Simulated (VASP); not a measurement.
Wanted: the native input for a VASP 6.6.1 run.

* Task: single point
* Functional: r2SCANh
* Potentials or basis: VASP PAW PBE potentials, release 64 (Na_pv, S)
* Cutoff: 440 eV
* k mesh: 6 × 6 × 6
* Occupations: gaussian, width 0.01 eV
* Spin: no spin polarisation
* Dipole correction: no
* Grid for exact exchange (PRECFOCK): Normal
* Further INCAR settings: ALGO = Normal; EDIFF = 1e-06; NBANDS = 17
* Share of exact exchange: 0.1

The system is Na2S.

```
Na S
1.0
     0.00000    3.25544    3.25544
     3.25544    0.00000    3.25544
     3.25544    3.25544    0.00000
Na S
2 1
Cartesian
  1.6277 1.6277 1.6277
  4.8832 4.8832 4.8832
  0.0000 0.0000 0.0000
```

These files were run (other wordings do the same):

POSCAR

```
Na2S
1.0
    0.0000000000      3.2554374590      3.2554374590
    3.2554374590      0.0000000000      3.2554374590
    3.2554374590      3.2554374590      0.0000000000
Na S
2 1
Direct
    0.2500000000      0.2500000000      0.2500000000
    0.7500000000      0.7500000000      0.7500000000
    0.0000000000      0.0000000000      0.0000000000
```

INCAR.step1

```
ALGO = Normal
EDIFF = 1E-5
ENCUT = 440
GGA = PE
GGA_COMPAT = False
ISIF = 2
ISMEAR = 0
LASPH = True
LCHARG = False
LREAL = False
LWAVE = True
NBANDS = 17
NELM = 120
PREC = Accurate
SIGMA = 0.01
```

INCAR.step2

```
AEXX = 0.1
ALGO = Normal
EDIFF = 1E-6
ENCUT = 440
GGA_COMPAT = False
ISIF = 2
ISMEAR = 0
ISTART = 1
LASPH = True
LCHARG = False
LHFCALC = True
LMIXTAU = True
LREAL = False
LWAVE = False
METAGGA = R2SCAN
NBANDS = 17
NELM = 120
PREC = Accurate
PRECFOCK = Normal
SIGMA = 0.01
```

KPOINTS

```
k-points
0
Gamma
  6 6 6
```

Potentials or basis: VASP PAW PBE potentials, release 64 (Na_pv, S).

Launch:

```bash
$ cat potpaw_PBE.64/Na_pv/POTCAR potpaw_PBE.64/S/POTCAR > POTCAR
$ cp INCAR.step1 INCAR
$ mpirun -np 1 vasp_std > vasp.out
$ cp INCAR.step2 INCAR
$ mpirun -np 1 vasp_std > vasp.out
```

It gave:

The pressure is -0.3 GPa and the band gap on the k mesh is 3.67 eV.

Caveat: the PAW data sets were made with another functional, which shifts forces and pressure a little.

Wall time 25 min on 1 thread of Intel(R) Xeon(R) 6975P-C (Granite Rapids), with other jobs on the host, peak memory 0.21 GiB.
